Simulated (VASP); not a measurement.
LiF:

```xyz
4
Lattice="3.2801 0.0000 0.0000 -1.6400 2.8406 0.0000 0.0000 0.0000 3.9996" Properties=species:S:1:pos:R:3 pbc="T T T"
Li    0.0000    1.8938    0.9999
Li    1.6400    0.9469    2.9997
F     1.6400    0.9469    0.9999
F     0.0000    1.8938    2.9997
```

Base run:

| Item | Value |
| --- | --- |
| Program | VASP 6.6.1 |
| Functional | PBE |
| Potentials or basis | VASP PAW PBE potentials, release 64 (Li_sv, F) |
| Cutoff | 520 eV |
| k mesh | 12 × 12 × 6 |
| Occupations | gaussian, width 0.01 eV |
| Spin | no spin polarisation |

Its results: band gap on the k mesh 7.82 eV, direct.

The run is repeated on the same cell with these changes: functional from PBE to r2SCAN. What comes out?

Band gap on the k mesh 8.64 eV, direct.

r2SCAN gives the wider gap, since meta-GGAs in the generalised Kohn-Sham scheme recover part of the derivative discontinuity.

A k mesh can miss the band edges.
